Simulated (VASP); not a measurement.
Al7Ga25As32:

```
CELL_PARAMETERS angstrom
11.32620 0.00000 0.00000
0.00000 11.32620 0.00000
0.00000 0.00000 11.32620
ATOMIC_POSITIONS crystal
Ga 0.00144 0.99995 0.99952
Ga 0.99722 0.49877 0.99793
Ga 0.00189 0.50085 0.50342
Ga 0.50188 0.00019 0.99644
Ga 0.49878 0.50060 0.50217
Ga 0.25202 0.24541 0.99819
Ga 0.24974 0.24708 0.49882
Ga 0.24949 0.75168 0.00287
Ga 0.74859 0.24913 0.50239
Ga 0.74998 0.75078 0.00457
Ga 0.75072 0.74883 0.49972
Ga 0.24816 0.00364 0.24801
Ga 0.25060 0.99673 0.75087
Ga 0.24968 0.50104 0.24819
Ga 0.25074 0.50085 0.75138
Ga 0.75117 0.00196 0.75215
Ga 0.74912 0.50516 0.24984
Ga 0.75008 0.50123 0.74959
Ga 0.99858 0.24942 0.24710
Ga 0.99636 0.25201 0.75196
Ga 0.00121 0.74803 0.25250
Ga 0.00267 0.75275 0.75131
Ga 0.49747 0.25255 0.24937
Ga 0.50387 0.25242 0.75191
Ga 0.50386 0.74985 0.24898
Al 0.99911 0.99745 0.49922
Al 0.50191 0.00104 0.50340
Al 0.50088 0.50116 0.99957
Al 0.25097 0.75055 0.50099
Al 0.75050 0.25183 0.00393
Al 0.75189 0.00226 0.25142
Al 0.49940 0.75058 0.75010
As 0.12088 0.12555 0.12728
As 0.12515 0.12530 0.62405
As 0.12426 0.62387 0.12492
As 0.12810 0.62430 0.62316
As 0.62649 0.12520 0.12451
As 0.62424 0.12633 0.62828
As 0.62735 0.62387 0.12250
As 0.62736 0.62802 0.61988
As 0.37496 0.37529 0.12748
As 0.37643 0.37719 0.62583
As 0.37168 0.87540 0.12423
As 0.37702 0.87386 0.62150
As 0.87531 0.37622 0.12774
As 0.87585 0.37509 0.62672
As 0.87499 0.87644 0.12591
As 0.87536 0.87718 0.62191
As 0.37391 0.12694 0.37651
As 0.37575 0.12332 0.87687
As 0.37502 0.62730 0.37308
As 0.37451 0.62557 0.87273
As 0.87435 0.12389 0.37616
As 0.87535 0.12642 0.87625
As 0.87399 0.62402 0.37479
As 0.87424 0.61967 0.87648
As 0.12637 0.37276 0.37447
As 0.12565 0.37142 0.87618
As 0.12522 0.87523 0.37473
As 0.12558 0.87340 0.87432
As 0.62555 0.37447 0.37455
As 0.62438 0.37373 0.87457
As 0.62379 0.87668 0.37276
As 0.62493 0.87700 0.87398
```

- Program: VASP 6.6.1
- Task: relaxation of volume and atoms at fixed shape
- Functional: PBEsol
- Potentials or basis: VASP PAW PBE potentials, release 64 (Ga_d, Al, As)
- Cutoff: 500 eV
- k mesh: 1 × 1 × 1, shifted
- Occupations: fermi-dirac, width 0.05 eV
- Spin: no spin polarisation

At the start: pressure 0.3 GPa; volume 22.70 Å³/atom.

How do energy, volume and symmetry change on relaxing?

Over 10 steps the energy falls by 7.2 meV/atom and the volume is 22.76 Å³/atom (+0.2 %); space group P1 (No. 1, to 0.1 Å) before and after.

The path:
```tsv
step	energy change (eV)	largest force (eV/Å)	pressure (GPa)	volume (Å³)
1	0.0000	0.9503	0.28	1452.96
2	-0.4079	0.2111	-0.22	1461.30
3	-0.4202	0.1539	-0.30	1463.05
4	-0.4441	0.0951	0.12	1454.03
5	-0.4443	0.0955	0.17	1452.96
6	-0.4538	0.0655	0.05	1455.69
7	-0.4556	0.0611	-0.04	1457.44
8	-0.4598	0.0419	-0.02	1457.16
9	-0.4615	0.0499	-0.01	1456.83
10	-0.4639	0.0278	0.02	1456.37
```

Final structure:
```
Ga Al As
1.0
    11.33506    0.00000    0.00000
     0.00000   11.33506    0.00000
     0.00000    0.00000   11.33506
Ga Al As
25 7 32
Direct
  0.00086 0.99940 0.99988
  0.00007 0.49954 0.99970
  0.00071 0.49969 0.50093
  0.50061 0.99989 0.99975
  0.49991 0.49995 0.49967
  0.25020 0.24880 0.00044
  0.25007 0.25014 0.50098
  0.24976 0.75041 0.00089
  0.74983 0.25110 0.50112
  0.75149 0.75035 0.00052
  0.75081 0.75042 0.50010
  0.25035 0.00134 0.24967
  0.25013 0.00016 0.75030
  0.24992 0.49972 0.24994
  0.24984 0.49999 0.75071
  0.75097 0.00077 0.75094
  0.74972 0.50155 0.25116
  0.75039 0.50107 0.74925
  0.00003 0.25099 0.25081
  0.00027 0.24996 0.75037
  0.00058 0.74967 0.24996
  0.00013 0.74965 0.75018
  0.49936 0.25101 0.25054
  0.50030 0.25080 0.75043
  0.50063 0.75070 0.24938
  0.00002 0.99986 0.49965
  0.50051 0.00056 0.49995
  0.49940 0.50019 0.99973
  0.25040 0.74960 0.49936
  0.74964 0.25043 0.00054
  0.75009 0.00079 0.24968
  0.50018 0.75029 0.74972
  0.12434 0.12519 0.12521
  0.12491 0.12479 0.62526
  0.12473 0.62441 0.12469
  0.12540 0.62489 0.62550
  0.62400 0.12564 0.12546
  0.62532 0.12542 0.62575
  0.62511 0.62557 0.12443
  0.62524 0.62523 0.62401
  0.37448 0.37494 0.12501
  0.37496 0.37548 0.62527
  0.37507 0.87586 0.12480
  0.37519 0.87556 0.62486
  0.87468 0.37600 0.12581
  0.87541 0.37525 0.62555
  0.87594 0.87511 0.12531
  0.87521 0.87512 0.62587
  0.37498 0.12607 0.37547
  0.37540 0.12452 0.87496
  0.37584 0.62486 0.37387
  0.37461 0.62595 0.87543
  0.87461 0.12596 0.37576
  0.87580 0.12528 0.87600
  0.87594 0.62511 0.37589
  0.87528 0.62496 0.87503
  0.12559 0.37502 0.37577
  0.12543 0.37424 0.87535
  0.12572 0.87536 0.37441
  0.12533 0.87453 0.87487
  0.62485 0.37527 0.37538
  0.62572 0.37622 0.87485
  0.62575 0.87532 0.37492
  0.62601 0.87474 0.87514
```

Caveat: the PAW data sets were made with another functional, which shifts forces and pressure a little.
